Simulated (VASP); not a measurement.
**RuS2: equation of state with PBEsol**

The system is RuS2.

```
CELL_PARAMETERS angstrom
5.61060 0.00000 0.00000
0.00000 5.61060 0.00000
0.00000 0.00000 5.61060
ATOMIC_POSITIONS crystal
Ru 0.00000 0.50000 0.50000
Ru 0.50000 0.50000 0.00000
Ru 0.50000 0.00000 0.50000
Ru 0.00000 0.00000 0.00000
S 0.38831 0.11169 0.88831
S 0.11169 0.88831 0.38831
S 0.88831 0.38831 0.11169
S 0.61169 0.61169 0.61169
S 0.61169 0.88831 0.11169
S 0.88831 0.11169 0.61169
S 0.11169 0.61169 0.88831
S 0.38831 0.38831 0.38831
```

* Program: VASP 6.6.1
* Task: equation of state
* Functional: PBEsol
* Potentials or basis: VASP PAW PBE potentials, release 64 (Ru_pv, S)
* Cutoff: 690 eV
* k mesh: 6 × 6 × 6
* Occupations: gaussian, width 0.03 eV
* Spin: no spin polarisation
* Tolerance level: tight
* Purpose: equation of state
* Eos scales: [0.91, 0.94, 0.97, 1.0, 1.03, 1.06, 1.09]
* Further INCAR settings: ALGO = Normal; EDIFF = 1e-07; NSW = 0

```
Equilibrium volume                        : 14.48 Å³/atom
Bulk modulus at fixed shape and positions : 196 GPa
Pressure derivative of the bulk modulus   : 4.9
```

Energy against volume, from the lowest point:
```tsv
volume (Å³/atom)	energy (meV/atom)
13.393	56.60
13.835	17.55
14.276	0.00
14.718	0.45
15.159	15.93
15.601	43.98
16.043	82.51
```

Wall time 9.5 min on 4 MPI ranks on Intel(R) Xeon(R) 6975P-C (Granite Rapids), on a shared host, peak memory 0.54 GiB a rank.

Caveat: the cell was scaled at fixed shape and fractional positions, which overstates the stiffness of a crystal with free parameters, most of all of layers and chains; the PAW data sets were made with another functional, which shifts forces and pressure a little.
